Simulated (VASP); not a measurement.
# Al2O3 (R-3c) in VASP: further runs

Al2O3 is run at these levels: PBEsol; tasks: single point.

Everything below comes from runs of VASP 6.6.1. Logs are shortened: lines on timing, memory, paths and dates and some standing lists are left out, and cuts for length are marked.

**Measured values to compare with.**

From “Multi-petahertz electron interference in Cr:Al2O3 solid-state material”, 2018, pmc:5906618, for a bulk crystal of Al2O3: band gap 8.7 eV (optical).

How close the calculation comes is told below.

## 1. The cell of the first run

It takes space group R-3c (No. 167, trigonal). The conventional cell has a = 4.604 Å, b = 4.604 Å, c = 13.241 Å, α = 90.00°, β = 90.00°, γ = 120.00°. Al (site symmetry 3) has 6 O at 1.82 to 1.95 Å within 2.4 Å. O (site symmetry 2) has 4 Al at 1.82 to 1.95 Å and 2 O at 2.44 Å within 2.5 Å.

## 2. Single point, PBEsol (8.10 Å³/atom)

INCAR reads:

```
SYSTEM = Al2O3
PREC = Accurate
ENCUT = 520
EDIFF = 1E-6
ISMEAR = 0
SIGMA = 0.05
LREAL = .False.
LASPH = .True.
NELM = 80
ALGO = Normal
ISIF = 2
LWAVE = .False.
LCHARG = .True.
GGA = PS
LELF = .True.
LVHAR = .True.
NBANDS = 35
```

KPOINTS reads:

```
regular mesh
0
Gamma
  6 6 6
  0 0 0
```

POSCAR reads:

```
Al2O3
1.0
    2.3021002466      1.3291181971      4.4137400662
   -2.3021002466      1.3291181971      4.4137400662
    0.0000000000     -2.6582363942      4.4137400662
Al O
4 6
Direct
    0.8520350473      0.8520350473      0.8520350473
    0.6479649527      0.6479649527      0.6479649527
    0.1479649527      0.1479649527      0.1479649527
    0.3520350473      0.3520350473      0.3520350473
    0.0558571577      0.4441428423      0.7500000000
    0.7500000000      0.0558571577      0.4441428423
    0.4441428423      0.7500000000      0.0558571577
    0.9441428423      0.5558571577      0.2500000000
    0.2500000000      0.9441428423      0.5558571577
    0.5558571577      0.2500000000      0.9441428423
```

Potentials or basis: VASP PAW PBE potentials, release 64 (Al, O).

Command:

```
cat potpaw_PBE.64/Al/POTCAR potpaw_PBE.64/O/POTCAR > POTCAR
mpirun -np 1 vasp_std > vasp.out
```

OUTCAR:

```text
SYSTEM = Al2O3
   PREC = Accurate
   ENCUT = 520
   EDIFF = 1E-6
   ISMEAR = 0
   LREAL = .False.
   LASPH = .True.
   NELM = 80
   ISIF = 2
   GGA = PS

 ion  position               nearest neighbor table
   1  0.852  0.852  0.852-  10 1.82   8 1.82   9 1.82   5 1.95   7 1.95   6 1.95   2 2.70   3 2.70
                             3 2.70   3 2.70   2 3.16   2 3.16   2 3.16
   2  0.648  0.648  0.648-   9 1.82   8 1.82  10 1.82   5 1.95   6 1.95   7 1.95   1 2.70   4 2.70
                             4 2.70   4 2.70   1 3.16   1 3.16   1 3.16
   3  0.148  0.148  0.148-   7 1.82   5 1.82   6 1.82   8 1.95  10 1.95   9 1.95   4 2.70   1 2.70
                             1 2.70   1 2.70   4 3.16   4 3.16   4 3.16
   4  0.352  0.352  0.352-   6 1.82   5 1.82   7 1.82   8 1.95   9 1.95  10 1.95   3 2.70   2 2.70
                             2 2.70   2 2.70   3 3.16   3 3.16   3 3.16
   5  0.056  0.444  0.750-   3 1.82   4 1.82   1 1.95   2 1.95
   6  0.750  0.056  0.444-   4 1.82   3 1.82   2 1.95   1 1.95
   7  0.444  0.750  0.056-   3 1.82   4 1.82   1 1.95   2 1.95
   8  0.944  0.556  0.250-   1 1.82   2 1.82   3 1.95   4 1.95
   9  0.250  0.944  0.556-   2 1.82   1 1.82   4 1.95   3 1.95
  10  0.556  0.250  0.944-   1 1.82   2 1.82   3 1.95   4 1.95

  LATTYP: Found a trigonal (rhomboedric) cell.
 ALAT       =     5.1524093490
 COS(alpha) =     0.6007382194

  Lattice vectors:

 A1 = (   2.3021002466,   1.3291181971,   4.4137400662)
 A2 = (  -2.3021002466,   1.3291181971,   4.4137400662)
 A3 = (   0.0000000000,  -2.6582363942,   4.4137400662)

Analysis of symmetry for initial positions (statically):
=====================================================================
 Subroutine PRICEL returns:
 Original cell was already a primitive cell.

 Routine SETGRP: Setting up the symmetry group for a
 trigonal (rhombohedral) supercell.

 Subroutine GETGRP returns: Found 12 space group operations
 (whereof  6 operations were pure point group operations)
 out of a pool of 12 trial point group operations.

The static configuration has the point symmetry S_6 .
 The point group associated with its full space group is D_3d.

Analysis of symmetry for dynamics (positions and initial velocities):
=====================================================================
 Subroutine PRICEL returns:
 Original cell was already a primitive cell.

 Routine SETGRP: Setting up the symmetry group for a
 trigonal (rhombohedral) supercell.

 Subroutine GETGRP returns: Found 12 space group operations
 (whereof  6 operations were pure point group operations)
 out of a pool of 12 trial point group operations.

The dynamic configuration has the point symmetry S_6 .
 The point group associated with its full space group is D_3d.

 Subroutine INISYM returns: Found 12 space group operations
 (whereof  6 operations are pure point group operations),
 and found     1 'primitive' translations

----------------------------------------------------------------------------------------

                                     Primitive cell

  volume of cell :      81.0300

  direct lattice vectors                    reciprocal lattice vectors
     2.302100247  1.329118197  4.413740066     0.217192974  0.125396422  0.075521741
    -2.302100247  1.329118197  4.413740066    -0.217192974  0.125396422  0.075521741
     0.000000000 -2.658236394  4.413740066     0.000000000 -0.250792845  0.075521741

  length of vectors
     5.152409349  5.152409349  5.152409349     0.261917132  0.261917132  0.261917132

  position of ions in fractional coordinates (direct lattice)
     0.852035047  0.852035047  0.852035047
     0.647964953  0.647964953  0.647964953
     0.147964953  0.147964953  0.147964953
     0.352035047  0.352035047  0.352035047
     0.055857158  0.444142842  0.750000000
     0.750000000  0.055857158  0.444142842
     0.444142842  0.750000000  0.055857158
     0.944142842  0.555857158  0.250000000
     0.250000000  0.944142842  0.555857158
     0.555857158  0.250000000  0.944142842

  ion indices of the primitive-cell ions
[... 57 lines left out ...]

 k-point     3 :       0.3333    0.0000    0.0000
  band No.  band energies     occupation
      1     -12.3939      2.00000
      2     -11.0120      2.00000
      3     -10.2948      2.00000
      4     -10.1299      2.00000
      5      -9.9751      2.00000
      6      -9.8865      2.00000
[... 27 lines left out ...]
     34      20.1510      0.00000
     35      20.3937      0.00000

 k-point     4 :       0.5000    0.0000   -0.0000
  band No.  band energies     occupation
      1     -11.7237      2.00000
      2     -11.7237      2.00000
      3     -10.1011      2.00000
      4     -10.1011      2.00000
      5     -10.0985      2.00000
      6     -10.0985      2.00000
[... 27 lines left out ...]
     34      19.5470      0.00000
     35      20.1075      0.00000

 k-point     5 :       0.1667    0.1667    0.0000
  band No.  band energies     occupation
      1     -12.8108      2.00000
      2     -10.7195      2.00000
      3     -10.1665      2.00000
      4     -10.1099      2.00000
      5      -9.8882      2.00000
      6      -9.7286      2.00000
[... 638 lines left out ...]
 k-point    22 :      -0.1667    0.3333    0.1667
  band No.  band energies     occupation
      1     -12.0275      2.00000
      2     -11.0106      2.00000
      3     -10.5084      2.00000
      4     -10.4092      2.00000
      5     -10.1184      2.00000
      6      -9.8454      2.00000
[... 27 lines left out ...]
     34      19.9240      0.00000
     35      20.3725      0.00000

 k-point    23 :       0.5000    0.5000    0.1667
  band No.  band energies     occupation
      1     -11.9208      2.00000
      2     -11.2147      2.00000
      3     -10.6767      2.00000
      4     -10.3688      2.00000
      5     -10.0469      2.00000
      6      -9.7181      2.00000
[... 27 lines left out ...]
     34      20.2842      0.00000
     35      20.5466      0.00000

 k-point    24 :      -0.3333    0.5000    0.1667
  band No.  band energies     occupation
      1     -11.5875      2.00000
      2     -11.1980      2.00000
      3     -10.8685      2.00000
      4     -10.5991      2.00000
      5     -10.0214      2.00000
      6      -9.7673      2.00000
[... 27 lines left out ...]
     34      20.0229      0.00000
     35      20.4621      0.00000

 [... further k-points ...]

------------------------ aborting loop because EDIFF is reached ----------------------------------------

  FORCE on cell =-STRESS in cart. coord.  units (eV):
  Direction    XX          YY          ZZ          XY          YZ          ZX
  --------------------------------------------------------------------------------------
  -------------------------------------------------------------------------------------
  Total       12.3494802     12.3494802     -0.3106184      0.0000000     -0.0000000      0.0000000
  in kB      244.1818732    244.1818732     -6.1417476      0.0000000     -0.0000000      0.0000000
  external PRESSURE =     160.7406663 kB  Pullay stress =       0.0000000 kB

 VOLUME and BASIS-vectors are now :
 -----------------------------------------------------------------------------
  energy-cutoff  :      520.00
  volume of cell :       81.03
      direct lattice vectors                 reciprocal lattice vectors
     2.302100247  1.329118197  4.413740066     0.217192974  0.125396422  0.075521741
    -2.302100247  1.329118197  4.413740066    -0.217192974  0.125396422  0.075521741
     0.000000000 -2.658236394  4.413740066     0.000000000 -0.250792845  0.075521741

 POSITION                                       TOTAL-FORCE (eV/Angst)
 -----------------------------------------------------------------------------------
      0.00000      0.00000     11.28198        -0.000000     -0.000000     -0.427343
      0.00000      0.00000      8.57985        -0.000000     -0.000000      0.427343
      0.00000      0.00000      1.95924        -0.000000     -0.000000      0.427343
      0.00000      0.00000      4.66137        -0.000000     -0.000000     -0.427343
     -0.89387     -1.32912      5.51718         0.159173     -0.000000      0.000000
      1.59799     -0.10956      5.51718        -0.079587      0.137848      0.000000
     -0.70411      1.43868      5.51718        -0.079587     -0.137848      0.000000
      0.89387      1.32912      7.72405        -0.159173     -0.000000      0.000000
     -1.59799      0.10956      7.72405         0.079587     -0.137848      0.000000
      0.70411     -1.43868      7.72405         0.079587      0.137848      0.000000
 -----------------------------------------------------------------------------------
    total drift:                                0.000000      0.000000     -0.000000

  FREE ENERGIE OF THE ION-ELECTRON SYSTEM (eV)
  ---------------------------------------------------
  free  energy   TOTEN  =       -78.2138363415 eV

  energy  without entropy=      -78.2138363415  energy(sigma->0) =      -78.21383634
```

Run time: 2.9 min. Hardware: 1 thread of AMD EPYC 7R13, shared host; peak memory 0.23 GiB.

Results:

* Free energy: -78.2138 eV
* Pressure: 16.1 GPa
* Largest force: 0.427 eV/Å
* Band gap on the k mesh: 6.60 eV

Forces in eV/Å, atoms in the order of the input:
```
Al   0.000  0.000 -0.427
Al   0.000  0.000  0.427
Al   0.000  0.000  0.427
Al   0.000  0.000 -0.427
O    0.159  0.000  0.000
O   -0.080  0.138  0.000
O   -0.080 -0.138  0.000
O   -0.159  0.000  0.000
O    0.080 -0.138  0.000
O    0.080  0.138  0.000
```

Levels at points of the mesh, in eV from the valence-band top:
```tsv
k point	band 20	band 21	band 22	band 23	band 24	band 25	band 26	band 27	band 28	band 29
(0.00, 0.00, 0.00)	-0.57	-0.57	-0.51	0.00	0.00	6.60	9.68	10.96	11.04	11.04
(0.50, 0.00, 0.00)	-1.53	-1.12	-1.12	-0.52	-0.52	9.60	9.60	9.70	9.70	12.01
(0.50, 0.50, 0.00)	-1.58	-1.18	-1.13	-0.99	-0.48	9.75	9.98	10.23	10.63	10.89
(0.50, 0.50, 0.50)	-2.41	-0.34	-0.34	-0.34	-0.34	9.17	9.17	11.12	11.12	12.55
```

Caveat: the stress differs along the axes, from -1 to 24 GPa; the PAW data sets were made with another functional, which shifts forces and pressure a little.

## 3. Single point, PBEsol (8.10 Å³/atom)

INCAR reads:

```
ALGO = Normal
EDIFF = 1E-7
ENCUT = 520
GGA = PS
ISIF = 2
ISMEAR = 0
LASPH = T
LCHARG = T
LELF = T
LREAL = F
LVHAR = T
LWAVE = F
NBANDS = 35
NELM = 80
PREC = Accurate
SIGMA = 0.05
```

KPOINTS reads:

```
k-points
0
Gamma
  6 6 6
```

Changes to POSCAR since step 2:

```diff
@@ -2,5 +2,5 @@
 1.0
-    2.3021002466      1.3291181971      4.4137400662
-   -2.3021002466      1.3291181971      4.4137400662
-    0.0000000000     -2.6582363942      4.4137400662
+    2.3434778054      1.3530075418      4.2592538668
+   -2.3434778054      1.3530075418      4.2592538668
+    0.0000000000     -2.7060150836      4.2592538668
 Al O
```

Potentials or basis: VASP PAW PBE potentials, release 64 (Al, O).

Command:

```
cat potpaw_PBE.64/Al/POTCAR potpaw_PBE.64/O/POTCAR > POTCAR
mpirun -np 1 vasp_std > vasp.out
```

It took 3.6 min on 1 thread of AMD EPYC 7R13, shared host; peak memory 0.23 GiB.

It converged, with:

* Free energy: -78.4480 eV
* Pressure: 15.2 GPa
* Largest force: 0.065 eV/Å
* Band gap on the k mesh: 6.74 eV

Forces in eV/Å, atoms in the order of the input:
```
Al   0.000  0.000 -0.014
Al   0.000  0.000  0.014
Al   0.000  0.000  0.014
Al   0.000  0.000 -0.014
O    0.065  0.000  0.000
O   -0.032  0.056  0.000
O   -0.032 -0.056  0.000
O   -0.065  0.000  0.000
O    0.032 -0.056  0.000
O    0.032  0.056  0.000
```

Stress tensor (GPa, compression positive):
```
15.54  0.00  0.00
 0.00 15.54  0.00
 0.00  0.00 14.40
```

Levels at points of the mesh, in eV from the valence-band top:
```csv
k point,band 21,band 22,band 23,band 24,band 25,band 26,band 27,band 28
"(0.00, 0.00, 0.00)",-0.56,-0.05,-0.05,0.00,6.74,9.33,11.30,11.83
"(0.50, 0.00, 0.00)",-0.99,-0.99,-0.31,-0.31,9.74,9.74,10.14,10.14
"(0.50, 0.50, 0.00)",-1.11,-0.98,-0.82,-0.28,9.64,10.20,10.27,10.80
"(0.50, 0.50, 0.50)",-0.42,-0.42,-0.42,-0.42,9.06,9.06,11.37,11.37
```

Caveat: the cell stands under pressure; the PAW data sets were made with another functional, which shifts forces and pressure a little.

## 4. Single point, PBEsol (8.56 Å³/atom)

This run uses another cell than the first one, of 8.56 Å³/atom.

INCAR reads:

```
SYSTEM = Al2O3
PREC     = Accurate       ! precision mode
ENCUT    = 520            ! plane-wave cutoff, eV
EDIFF    = 1E-6           ! SCF threshold, eV
ISMEAR   = 0              ! smearing method
SIGMA    = 0.05           ! smearing width, eV
LREAL    = .False.        ! projectors in reciprocal space
LASPH    = .True.         ! aspherical terms in the spheres
NELM     = 60             ! most SCF steps
ALGO     = Normal         ! electronic algorithm
ISIF     = 2              ! what is computed and relaxed
LWAVE    = .False.        ! write WAVECAR
LCHARG   = .False.        ! write CHGCAR
GGA      = PS             ! functional
NBANDS   = 35             ! bands
```

KPOINTS reads:

```
Automatic mesh
0
Gamma
  6 6 6
  0 0 0
```

Changes to POSCAR since step 3:

```diff
@@ -2,5 +2,5 @@
 1.0
-    2.3434778054      1.3530075418      4.2592538668
-   -2.3434778054      1.3530075418      4.2592538668
-    0.0000000000     -2.7060150836      4.2592538668
+    2.4080190994      1.3902704752      4.2610700637
+   -2.4080190994      1.3902704752      4.2610700637
+    0.0000000000     -2.7805409505      4.2610700637
 Al O
```

Command:

```
cat potpaw_PBE.64/Al/POTCAR potpaw_PBE.64/O/POTCAR > POTCAR
mpirun -np 1 vasp_std > vasp.out
```

It took 3 min on 1 thread of AMD EPYC 7R13, shared host; peak memory 0.23 GiB.

The run converged. Its results:

```
Free energy            : -78.6139 eV
Pressure               : -0.1 GPa
Largest force          : 0.214 eV/Å
Band gap on the k mesh : 5.83 eV
```

Forces in eV/Å, atoms in the order of the input:
```
Al   0.000  0.000  0.214
Al   0.000  0.000 -0.214
Al   0.000  0.000 -0.214
Al   0.000  0.000  0.214
O   -0.054  0.000  0.000
O    0.027 -0.047  0.000
O    0.027  0.047  0.000
O    0.054  0.000  0.000
O   -0.027  0.047  0.000
O   -0.027 -0.047  0.000
```

Stress tensor (GPa, compression positive):
```
-3.65  0.00  0.00
 0.00 -3.65  0.00
 0.00  0.00  6.94
```

Levels at points of the mesh, in eV from the valence-band top:
| k point | band 20 | band 21 | band 22 | band 23 | band 24 | band 25 | band 26 | band 27 | band 28 | band 29 |
| --- | --- | --- | --- | --- | --- | --- | --- | --- | --- | --- |
| (0.00, 0.00, 0.00) | -0.67 | -0.67 | -0.28 | -0.28 | 0.00 | 5.83 | 8.53 | 10.51 | 11.01 | 11.47 |
| (0.50, 0.00, 0.00) | -1.43 | -1.05 | -1.05 | -0.38 | -0.38 | 9.00 | 9.00 | 9.41 | 9.41 | 11.24 |
| (0.50, 0.50, 0.00) | -1.37 | -1.19 | -1.12 | -0.82 | -0.36 | 9.01 | 9.46 | 9.48 | 10.01 | 10.76 |
| (0.50, 0.50, 0.50) | -2.12 | -0.63 | -0.63 | -0.63 | -0.63 | 8.20 | 8.20 | 10.78 | 10.78 | 11.95 |

Caveat: the stress differs along the axes, from -4 to 7 GPa; the PAW data sets were made with another functional, which shifts forces and pressure a little.

## 5. Single point, PBEsol (8.56 Å³/atom)

This run uses another cell than the first one, of 8.56 Å³/atom.

INCAR reads:

```
SYSTEM = Al2O3
PREC = Accurate
ENCUT = 520
EDIFF = 1E-7
ISMEAR = 0
SIGMA = 0.05
LREAL = .False.
LASPH = .True.
NELM = 100
ALGO = Normal
ISIF = 2
LWAVE = .False.
LCHARG = .False.
GGA = PS
NBANDS = 35
```

KPOINTS is that of step 4.

Changes to POSCAR since step 4:

```diff
@@ -2,5 +2,5 @@
 1.0
-    2.4080190994      1.3902704752      4.2610700637
-   -2.4080190994      1.3902704752      4.2610700637
-    0.0000000000     -2.7805409505      4.2610700637
+    2.3237152110      1.3415976026      4.5758599934
+   -2.3237152110      1.3415976026      4.5758599934
+    0.0000000000     -2.6831952051      4.5758599934
 Al O
```

Command:

```
cat potpaw_PBE.64/Al/POTCAR potpaw_PBE.64/O/POTCAR > POTCAR
mpirun -np 1 vasp_std > vasp.out
```

Run time: 3.5 min. Hardware: 1 thread of AMD EPYC 7R13, shared host; peak memory 0.23 GiB.

It converged, with:

| Item | Value |
| --- | --- |
| Free energy | -78.1913 eV |
| Pressure | 1.5 GPa |
| Largest force | 0.428 eV/Å |
| Band gap on the k mesh | 5.72 eV |

Forces in eV/Å, atoms in the order of the input:
```
Al   0.000  0.000 -0.428
Al   0.000  0.000  0.428
Al   0.000  0.000  0.428
Al   0.000  0.000 -0.428
O    0.179  0.000  0.000
O   -0.089  0.155  0.000
O   -0.089 -0.155  0.000
O   -0.179  0.000  0.000
O    0.089 -0.155  0.000
O    0.089  0.155  0.000
```

Stress tensor (GPa, compression positive):
```
 12.69   0.00   0.00
  0.00  12.69   0.00
  0.00   0.00 -20.76
```

Levels at points of the mesh, in eV from the valence-band top:
```csv
k point,band 21,band 22,band 23,band 24,band 25,band 26,band 27,band 28
"(0.00, 0.00, 0.00)",-0.52,-0.52,0.00,0.00,5.72,9.36,10.07,10.16
"(0.50, 0.00, 0.00)",-1.11,-1.11,-0.59,-0.59,8.63,8.63,9.10,9.10
"(0.50, 0.50, 0.00)",-1.21,-1.14,-0.96,-0.54,8.83,9.43,9.86,9.92
"(0.50, 0.50, 0.50)",-0.29,-0.29,-0.29,-0.29,8.51,8.51,10.47,10.47
```

Caveat: the stress differs along the axes, from -21 to 13 GPa; the PAW data sets were made with another functional, which shifts forces and pressure a little. Expect the measured gap to be larger: semilocal functionals such as PBEsol lack the derivative discontinuity.

## 6. Overview

| cell | gap on the mesh (eV) | pressure (GPa) | largest force (eV/Å) |
| --- | --- | --- | --- |
| a = 5.152 Å, angles 53.1°, 10 atoms | 6.60 | 16.1 | 0.43 |
| a = 5.046 Å, angles 55.3°, 10 atoms | 6.74 | 15.2 | 0.06 |
| a = 5.088 Å, angles 56.5°, 10 atoms | 5.83 | -0.1 | 0.21 |
| a = 5.305 Å, angles 52.0°, 10 atoms | 5.72 | 1.5 | 0.43 |

Alike in all rows: task single point; level PBEsol; potentials or basis VASP PAW PBE potentials, release 64 (Al, O); no spin polarisation; k mesh 6 × 6 × 6; cutoff (eV) 520; smearing gaussian 0.05 eV.

Caveats: the PAW data sets were made with another functional, which shifts forces and pressure a little; the stress differs along the axes, from -1 to 24 GPa (at least some runs); the cell stands under pressure (at least some runs); the stress differs along the axes, from -4 to 7 GPa (at least some runs); the stress differs along the axes, from -21 to 13 GPa (at least some runs).

Total energies depend on the potentials used, so only differences within one code and one set of settings carry meaning.

## 7. Against experiment

Step 4. Measured gap of Al2O3: 8.7 eV (optical; quoted in “Multi-petahertz electron interference in Cr:Al2O3 solid-state material”, 2018, pmc:5906618). This calculation gives 5.83 eV (-2.87 eV). The value is that of PBEsol on a finite k mesh, which can miss the band edges, without temperature or zero-point motion. Semilocal functionals fall short of measured gaps as a rule.
